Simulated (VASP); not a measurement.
Runs of VASP 6.6.1 on Si. The cells are those of the table. 

| cell | gap on the mesh (eV) | pressure (GPa) | largest force (eV/Å) |
| --- | --- | --- | --- |
| a = 3.802, b = 3.802, c = 12.689 Å, angles 82.8, 84.3, 60.0°, 8 atoms | none | -0.9 | 1.14 |
| a = 3.802, b = 3.802, c = 12.629 Å, angles 85.0, 86.4, 60.0°, 8 atoms | none | -0.8 | 1.40 |
| a = 3.802, b = 3.802, c = 12.653 Å, angles 84.3, 85.0, 60.0°, 8 atoms | none | -0.9 | 1.45 |
| a = 3.802, b = 3.802, c = 12.700 Å, angles 82.1, 85.0, 60.0°, 8 atoms | none | -0.9 | 0.89 |
| a = 3.802, b = 3.802, c = 12.605 Å, angles 86.4, 87.1, 60.0°, 8 atoms | 0.15 | (a) | 1.09 |

Alike in all rows: task single point; level LDA; potentials or basis VASP PAW LDA potentials, release 64 (Si); no spin polarisation; k mesh 10 × 10 × 3; cutoff (eV) 520; smearing gaussian 0.03 eV.

Question: Fill in the values left out.

Answer: (a) -0.5.

Caveats: semilocal functionals underestimate gaps, and a narrow one can read as zero; forces of over 1 eV/Å act on the atoms, so gaps and moduli don't describe the material at rest (at least some runs).

A k mesh can miss the band edges.

A gap of «none» marks levels without a gap at the run's occupations.
